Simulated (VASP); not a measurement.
A run of VASP 6.6.1:

File INCAR:

```
SYSTEM = TlBi2
AGGAC = 1.0
AGGAX = 1.0
ALDAC = 0.0
ALDAX = 1.0
ALGO = Normal
EDIFF = 1E-6
ENCUT = 520
GGA = B5
ISIF = 2
ISMEAR = 1
IVDW = 12
LASPH = .True.
LCHARG = .True.
LELF = .True.
LREAL = .False.
LVHAR = .True.
LWAVE = .False.
NBANDS = 28
NELM = 80
PREC = Accurate
SIGMA = 0.15
VDW_A1 = 0.4298
VDW_A2 = 4.2359
VDW_S6 = 1.0
VDW_S8 = 2.6996
```

File KPOINTS:

```
k-points
0
Gamma
  6 6 8
  0 0 0
```

The input POSCAR:

```
TlBi2
1.0
    5.6917222341      0.0000000000      0.0000000000
   -2.8458611170      4.9291760460      0.0000000000
    0.0000000000      0.0000000000      3.3573167914
Tl Bi
1 2
Direct
    0.0000000000      0.0000000000      0.0000000000
    0.6666666667      0.3333333333      0.5000000000
    0.3333333333      0.6666666667      0.5000000000
```

Potentials or basis: VASP PAW PBE potentials, release 64 (Tl_d, Bi_d).

Launch:

```sh
$ cat potpaw_PBE.64/Tl_d/POTCAR potpaw_PBE.64/Bi_d/POTCAR > POTCAR
$ mpirun -np 1 vasp_std > vasp.out
```

Hardware: 1 thread of AMD EPYC 9R45 96-Core Processor (Zen 5), on a shared host.

**Question.** How long does it take, and how much memory?

**Answer.** Run time: 57 s on 1 thread of AMD EPYC 9R45 96-Core Processor (Zen 5) (shared host), peak memory 0.23 GiB. Counts: scf iterations 12, k points 35.
